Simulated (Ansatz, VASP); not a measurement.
## TaSi2: VASP beside Ansatz

```xyz
9
Lattice="4.7583 0.0000 0.0000 -2.3792 4.1208 0.0000 0.0000 0.0000 6.5642" Properties=species:S:1:pos:R:3 pbc="T T T"
Ta    2.3792    0.0000    3.2821
Ta    1.1896    2.0604    5.4702
Ta   -1.1896    2.0604    1.0940
Si    0.0000    1.3154    3.2821
Si    3.6191    0.6577    5.4702
Si    1.2400    3.4631    1.0940
Si    2.3792    2.8054    3.2821
Si   -1.2400    3.4631    5.4702
Si    1.1392    0.6577    1.0940
```

Alike in both runs: functional PBEsol; k mesh 6 × 6 × 4; occupations gaussian, width 0.1 eV; no spin polarisation.

Ansatz relaxed the structure, and its values are those at the end. VASP's run is a single point on that final structure, the one shown.

|  | VASP | Ansatz |
| --- | --- | --- |
| version | VASP 6.6.1 | Ansatz 0.2.0 |
| potentials or method | VASP PAW PBE potentials, release 64 (Ta_pv, Si), cutoff 520 eV | scalar-relativistic, plane waves, PAW |
| valence electrons in the cell | 57 | 63 |

```csv
,VASP,Ansatz,Ansatz less VASP
gap on the k mesh at the Fermi level (eV),none,none,-
pressure (GPa),0.2,-0.1,-0.32
```

VASP's potentials were made for PBE, not for PBEsol. A gap of «none» marks a metal or a gap that the smearing closes. VASP's potentials hold 57 valence electrons a cell and Ansatz's 63, so a difference there can come from the potentials and not from the codes.

Neither program's run includes spin-orbit coupling.
